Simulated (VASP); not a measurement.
# Mo in VASP: notebook

Runs on Mo. Level: PBE. Tasks: single point.

Program: VASP 6.6.1. These are calculated values, not measurements. Logs are shortened: lines on timing, memory, paths and dates and some standing lists are left out, and cuts for length are marked.

**1. The cell of the first run**

The cell holds a slab with vacuum, 4 atoms: a = 3.161 Å, b = 3.161 Å, c = 15.412 Å, α = 90.00°, β = 90.00°, γ = 90.00°.

**2. Single point, PBE**

Contents of INCAR:

```
SYSTEM = Mo
PREC = Accurate ; ENCUT = 520
EDIFF = 1E-6 ; ISMEAR = -1
SIGMA = 0.08 ; LREAL = .FALSE.
LASPH = .TRUE. ; NELM = 100
ALGO = Normal ; ISIF = 2
LWAVE = .FALSE. ; LCHARG = .FALSE.
LDIPOL = .TRUE. ; IDIPOL = 3
DIPOL = 0.5 0.5 0.500 ; GGA = PE
NBANDS = 36
```

Contents of KPOINTS:

```
regular mesh
0
G
  12 12 1
  0 0 0
```

Contents of POSCAR:

```
Mo
1.0
    3.1607300689      0.0000000000      0.0000000000
    0.0000000000      3.1607300689      0.0000000000
    0.0000000000      0.0000000000     15.4116000000
Mo
4
Direct
    0.2500000000      0.2500000000      0.3568740887
    0.7500000000      0.7500000000      0.4441310694
    0.2500000000      0.2500000000      0.5558689324
    0.7500000000      0.7500000000      0.6431259113
```

Potentials or basis: VASP PAW PBE potentials, release 64 (Mo_sv).

The run is started by

```bash
cat potpaw_PBE.64/Mo_sv/POTCAR > POTCAR
mpirun -np 1 vasp_std > vasp.out
```

OUTCAR:

```text
SYSTEM = Mo
   PREC = Accurate
   ENCUT = 520
   EDIFF = 1E-6
   ISMEAR = -1
   LREAL = .FALSE.
   LASPH = .TRUE.
   NELM = 100
   ISIF = 2
   GGA = PE

 ion  position               nearest neighbor table
   1  0.250  0.250  0.357-   2 2.61   2 2.61   2 2.61   2 2.61   3 3.07
   2  0.750  0.750  0.444-   1 2.61   1 2.61   1 2.61   1 2.61   3 2.82   3 2.82   3 2.82   3 2.82
                             4 3.07
   3  0.250  0.250  0.556-   4 2.61   4 2.61   4 2.61   4 2.61   2 2.82   2 2.82   2 2.82   2 2.82
                             1 3.07
   4  0.750  0.750  0.643-   3 2.61   3 2.61   3 2.61   3 2.61   2 3.07

  LATTYP: Found a simple tetragonal cell.
 ALAT       =     3.1607300689
 C/A-ratio  =     4.8759620923

  Lattice vectors:

 A1 = (   3.1607300689,   0.0000000000,   0.0000000000)
 A2 = (   0.0000000000,   3.1607300689,   0.0000000000)
 A3 = (   0.0000000000,   0.0000000000,  15.4116000000)

Analysis of symmetry for initial positions (statically):
=====================================================================
 Subroutine PRICEL returns:
 Original cell was already a primitive cell.

 Routine SETGRP: Setting up the symmetry group for a
 simple tetragonal supercell.

 Subroutine GETGRP returns: Found 16 space group operations
 (whereof  4 operations were pure point group operations)
 out of a pool of 16 trial point group operations.

The static configuration has the point symmetry C_2h.
 The point group associated with its full space group is D_4h.

Analysis of symmetry for dynamics (positions and initial velocities):
=====================================================================
 Subroutine PRICEL returns:
 Original cell was already a primitive cell.

 Routine SETGRP: Setting up the symmetry group for a
 simple tetragonal supercell.

 Subroutine GETGRP returns: Found 16 space group operations
 (whereof  4 operations were pure point group operations)
 out of a pool of 16 trial point group operations.

The dynamic configuration has the point symmetry C_2h.
 The point group associated with its full space group is D_4h.

 Subroutine INISYM returns: Found 16 space group operations
 (whereof  4 operations are pure point group operations),
 and found     1 'primitive' translations

----------------------------------------------------------------------------------------

                                     Primitive cell

[... 98 lines left out ...]
   IBRION =     -1    ionic relax: 0-MD 1-quasi-New 2-CG
   NFREE  =      0    steps in history (QN), initial steepest desc. (CG)
   ISIF   =      2    stress and relaxation
   ISYM   =      2    0-nonsym 1-usesym 2-fastsym
   POTIM  = 0.5000    time-step for ionic-motion
   TEBEG  =    0.0;   TEEND  =   0.0 temperature during run
   PSTRESS=    0.0 pullay stress
   NELECT =      56.0000    total number of electrons
   NUPDOWN=      -1.0000    fix difference up-down
   EMIN   =  10.00;   EMAX   =-10.00  energy-range for DOS
   EFERMI =   0.00;   METHOD = LEGACY
   ISMEAR =    -1;   SIGMA  =   0.08  broadening in eV -4-tet -1-fermi 0-gaus
   EFERMI_NEDOS =   21; number of points for ismear=-14 and -15
   IALGO  =     38    algorithm
   IMIX   =      4    mixing-type and parameters
     AMIX     =   0.40;   BMIX     =  1.00
     AMIX_MAG =   1.60;   BMIX_MAG =  1.00
  volume/ion in A,a.u.               =      38.49       259.75
  Fermi-wavevector in a.u.,A,eV,Ry     =   1.168593  2.208321 18.580250  1.365610
  Thomas-Fermi vector in A             =   2.305078
   LORBIT       =      0    0 simple, 1 ext, 2 COOP (PROOUT), +10 PAW based schemes
   GGA     = PE    functional components
   LHFCALC =     F    Hartree Fock is set to
   AEXX    =    0.0000 exact exchange contribution
   IVDW    =     0    specifies the selected vdW correction
   LEPSILON=     F    determine dielectric tensor
   LRPA    =     F    only Hartree local field effects (RPA)
 non-spin polarized calculation
  energy-cutoff  :      520.00
  volume of cell :      153.97
 maximum number of plane-waves:      4176
 NGX is ok and might be reduce to    24
   NGX = 11   NGY = 11   NGZ = 57

 number of electron      56.0000011 magnetization

 dipolmoment           0.000000      0.000000     -0.000000 electrons x Angstroem

 Free energy of the ion-electron system (eV)
  ---------------------------------------------------
  ext. energy  EPLUGINS =         0.00000000
  ---------------------------------------------------
  free energy    TOTEN  =       -39.82757996 eV

  energy without entropy =      -39.71887475  energy(sigma->0) =      -39.77322736

 E-fermi :   2.8258     XC(G=0):  -6.7891

 val. band max:        2.8178268979   @ k =   0.4167   0.1667   0.0000
 cond. band min:       2.8282115099   @ k =   0.5000   0.0833   0.0000
 fundamental gap:      0.0103846120
 Fermi energy:         2.8257555534

 k-point     1 :       0.0000    0.0000    0.0000
  band No.  band energies     occupation
      1     -58.0846      2.00000
      2     -57.9524      2.00000
      3     -57.5714      2.00000
      4     -57.5497      2.00000
      5     -32.3178      2.00000
      6     -32.3178      2.00000
[... 925 lines left out ...]
     35       5.4092      0.00000
     36       5.6682      0.00000

 [... further k-points ...]

------------------------ aborting loop because EDIFF is reached ----------------------------------------

 vacuum level on the upper side and lower side of the slab       (xc-potential included)        -0.624        -0.624

  FORCE on cell =-STRESS in cart. coord.  units (eV):
  Direction    XX          YY          ZZ          XY          YZ          ZX
  --------------------------------------------------------------------------------------
  -------------------------------------------------------------------------------------
  Total       -2.3320858     -2.3320858      0.1401190      0.0000000     -0.0000000      0.0000000
  in kB      -24.2679200    -24.2679200      1.4580924      0.0000000     -0.0000000      0.0000000
  external PRESSURE =     -15.6925826 kB  Pullay stress =       0.0000000 kB

 VOLUME and BASIS-vectors are now :
 -----------------------------------------------------------------------------
  energy-cutoff  :      520.00
  volume of cell :      153.97
      direct lattice vectors                 reciprocal lattice vectors
     3.160730069  0.000000000  0.000000000     0.316382601  0.000000000  0.000000000
     0.000000000  3.160730069  0.000000000     0.000000000  0.316382601  0.000000000
     0.000000000  0.000000000 15.411600000     0.000000000  0.000000000  0.064886190

 POSITION                                       TOTAL-FORCE (eV/Angst)
 -----------------------------------------------------------------------------------
      0.79018      0.79018      5.50000        -0.000000     -0.000000     -0.041967
      2.37055      2.37055      6.84477        -0.000000     -0.000000      0.015140
      0.79018      0.79018      8.56683        -0.000000      0.000000     -0.015140
      2.37055      2.37055      9.91160         0.000000      0.000000      0.041967
 -----------------------------------------------------------------------------------
    total drift:                                0.000000      0.000000     -0.000099

  FREE ENERGIE OF THE ION-ELECTRON SYSTEM (eV)
  ---------------------------------------------------
  free  energy   TOTEN  =       -39.8275799587 eV

  energy  without entropy=      -39.7188747538  energy(sigma->0) =      -39.77322736

 vacuum level on the upper side and lower side of the slab         6.082         6.082
```

OSZICAR:

```text
N       E                     dE             d eps       ncg     rms          rms(c)
DAV:   1     0.615771616798E+03    0.61577E+03   -0.35775E+04  2464   0.144E+03
DAV:   2    -0.235474115277E+02   -0.63932E+03   -0.62699E+03  2364   0.447E+02
DAV:   3    -0.432603860524E+02   -0.19713E+02   -0.18920E+02  2588   0.715E+01
[... 12 lines left out ...]
DAV:  16    -0.398273064159E+02   -0.51379E-03   -0.73579E-04  2516   0.176E-01    0.245E-02
DAV:  17    -0.398275265472E+02   -0.22013E-03   -0.70810E-05  2208   0.455E-02    0.141E-02
DAV:  18    -0.398275739151E+02   -0.47368E-04   -0.31358E-05  2216   0.325E-02    0.511E-03
DAV:  19    -0.398275796034E+02   -0.56883E-05   -0.67059E-06  1800   0.164E-02    0.251E-03
DAV:  20    -0.398275799587E+02   -0.35530E-06   -0.48882E-07  1636   0.393E-03
   1 F= -.39827580E+02 E0= -.39773227E+02  d E =-.108705E+00
```

Run time: 1.8 min. Hardware: 1 thread of Intel Xeon 6975P-C (Granite Rapids), shared host; peak memory 0.3 GiB.

What came out:

```
Free energy            : -39.8276 eV
Largest force          : 0.042 eV/Å
Band gap on the k mesh : zero (band 28 reaches 4.30 eV, above the bottom of band 29 at 2.59 eV)
```

Forces in eV/Å, atoms in the order of the input:
```
Mo   0.000  0.000 -0.042
Mo   0.000  0.000  0.015
Mo   0.000  0.000 -0.015
Mo   0.000  0.000  0.042
```

**3. Single point, PBE**

This run uses another cell than the first one, of 51.80 Å³/atom, 1.346 times its volume.

Contents of INCAR:

```
SYSTEM = Mo
ALGO = Normal
DIPOL = 0.5 0.5 0.500
EDIFF = 1E-6
ENCUT = 520
GGA = PE
IDIPOL = 3
ISIF = 2
ISMEAR = -1
LASPH = .TRUE.
LCHARG = .TRUE.
LDIPOL = .TRUE.
LELF = .TRUE.
LREAL = .FALSE.
LVACPOTAV = .TRUE.
LVHAR = .TRUE.
LWAVE = .FALSE.
NBANDS = 36
NELM = 80
PREC = Accurate
SIGMA = 0.08
```

Contents of KPOINTS:

```
k-points
0
G
  12 12 1
  0 0 0
```

Contents of POSCAR:

```
Mo
1.0
    3.1607300689      0.0000000000      0.0000000000
    0.0000000000      3.1607300689      0.0000000000
    0.0000000000      0.0000000000     20.7411000000
Mo
4
Direct
    0.2500000000      0.2500000000      0.3857077228
    0.7500000000      0.7500000000      0.4619025739
    0.2500000000      0.2500000000      0.5380974256
    0.7500000000      0.7500000000      0.6142922772
```

Potentials or basis: VASP PAW PBE potentials, release 64 (Mo_sv).

The run is started by

```bash
cat potpaw_PBE.64/Mo_sv/POTCAR > POTCAR
mpirun -np 1 vasp_std > vasp.out
```

It took 4 min on 1 thread of Intel Xeon 6975P-C (Granite Rapids), shared host; peak memory 0.35 GiB.

The run converged. Its results:

- Free energy: -39.4286 eV
- Largest force: 1.643 eV/Å
- Band gap on the k mesh: zero (band 28 reaches 2.75 eV, above the bottom of band 29 at 0.86 eV)

Forces in eV/Å, atoms in the order of the input:
```
Mo   0.000  0.000  1.643
Mo   0.000  0.000 -1.580
Mo   0.000  0.000  1.580
Mo   0.000  0.000 -1.643
```

Levels at points of the mesh, in eV from the Fermi level:
```csv
k point,band 24,band 25,band 26,band 27,band 28,band 29,band 30,band 31,band 32,band 33
"(0.00, 0.00, 0.00)",-0.99,-0.92,-0.61,-0.35,-0.35,-0.17,0.06,0.74,1.01,1.01
"(0.50, 0.00, 0.00)",-1.82,-0.56,-0.56,-0.36,-0.36,0.55,0.55,1.33,1.33,1.99
"(0.50, 0.50, 0.00)",-2.28,-0.92,-0.92,1.61,1.61,1.68,1.68,2.30,2.30,2.54
```

**4. Single point, PBE**

This run uses another cell than the first one, of 51.80 Å³/atom, 1.346 times its volume.

Contents of INCAR:

```
PREC = Accurate
ENCUT = 520
EDIFF = 1E-6
ISMEAR = -1
SIGMA = 0.08
LREAL = False
LASPH = True
NELM = 80
ALGO = Normal
ISIF = 2
LWAVE = False
LCHARG = True
LDIPOL = True
IDIPOL = 3
DIPOL = 0.5 0.5 0.500
GGA = PE
LELF = True
LVHAR = True
LVACPOTAV = True
NBANDS = 36
```

Contents of KPOINTS:

```
regular mesh
0
Gamma
  12 12 1
```

Contents of POSCAR:

```
Mo
1.0
    3.1607300689      0.0000000000      0.0000000000
    0.0000000000      3.1607300689      0.0000000000
    0.0000000000      0.0000000000     20.7411000000
Mo
4
Direct
    0.2500000000      0.2500000000      0.3936508042
    0.7500000000      0.7500000000      0.4584867910
    0.2500000000      0.2500000000      0.5415132095
    0.7500000000      0.7500000000      0.6063491948
```

The run is started by

```bash
cat potpaw_PBE.64/Mo_sv/POTCAR > POTCAR
mpirun -np 1 vasp_std > vasp.out
```

Run time: 3.1 min. Hardware: 1 thread of Intel Xeon 6975P-C (Granite Rapids), shared host; peak memory 0.36 GiB.

It converged, with:

```yaml
Free_energy: -39.8296 eV
Largest_force: 0.041 eV/Å
Band_gap_on_the_k_mesh: zero (band 28 reaches 2.59 eV, above the bottom of band 29 at 0.88 eV)
```

Forces in eV/Å, atoms in the order of the input:
```
Mo   0.000  0.000 -0.041
Mo   0.000  0.000  0.015
Mo   0.000  0.000 -0.015
Mo   0.000  0.000  0.041
```

Levels at points of the mesh, in eV from the Fermi level:
```
           k point  band 24  band 25  band 26  band 27  band 28  band 29  band 30  band 31  band 32  band 33
(0.00, 0.00, 0.00)    -0.85    -0.85    -0.26    -0.26    -0.22    -0.13    -0.05     0.13     0.87     0.87
(0.50, 0.00, 0.00)    -2.13    -1.10    -1.10    -0.08    -0.08     1.18     1.18     1.66     1.66     2.71
(0.50, 0.50, 0.00)    -1.98    -1.05    -1.05     1.48     1.48     1.55     1.55     2.25     2.25     2.58
```

**5. Single point, PBE**

This run uses another cell than the first one, of 51.80 Å³/atom, 1.346 times its volume.

Contents of INCAR:

```
SYSTEM = Mo
  PREC = Accurate
  ENCUT = 520
  EDIFF = 1E-6
  ISMEAR = -1
  SIGMA = 0.08
  LREAL = .FALSE.
  LASPH = .TRUE.
  NELM = 60
  ALGO = Normal
  ISIF = 2
  LWAVE = .FALSE.
  LCHARG = .FALSE.
  LDIPOL = .TRUE.
  IDIPOL = 3
  DIPOL = 0.5 0.5 0.500
  GGA = PE
  NBANDS = 36
```

Contents of KPOINTS:

```
regular mesh
0
G
  12 12 1
  0 0 0
```

POSCAR is that of step 4.

The run is started by

```bash
cat potpaw_PBE.64/Mo_sv/POTCAR > POTCAR
mpirun -np 1 vasp_std > vasp.out
```

Run time: 2.8 min. Hardware: 1 thread of Intel Xeon 6975P-C (Granite Rapids), shared host; peak memory 0.36 GiB.

The run converged. Its results:

* Free energy: -39.8296 eV
* Largest force: 0.041 eV/Å
* Band gap on the k mesh: zero (band 28 reaches 2.59 eV, above the bottom of band 29 at 0.88 eV)

Forces on the atoms (eV/Å):
```
Mo   0.000  0.000 -0.041
Mo   0.000  0.000  0.015
Mo   0.000  0.000 -0.015
Mo   0.000  0.000  0.041
```

Levels at points of the mesh, in eV from the Fermi level:
| k point | band 24 | band 25 | band 26 | band 27 | band 28 | band 29 | band 30 | band 31 | band 32 | band 33 |
| --- | --- | --- | --- | --- | --- | --- | --- | --- | --- | --- |
| (0.00, 0.00, 0.00) | -0.85 | -0.85 | -0.26 | -0.26 | -0.22 | -0.13 | -0.05 | 0.13 | 0.87 | 0.87 |
| (0.50, 0.00, 0.00) | -2.13 | -1.10 | -1.10 | -0.08 | -0.08 | 1.18 | 1.18 | 1.66 | 1.66 | 2.71 |
| (0.50, 0.50, 0.00) | -1.98 | -1.05 | -1.05 | 1.48 | 1.48 | 1.55 | 1.55 | 2.25 | 2.25 | 2.58 |
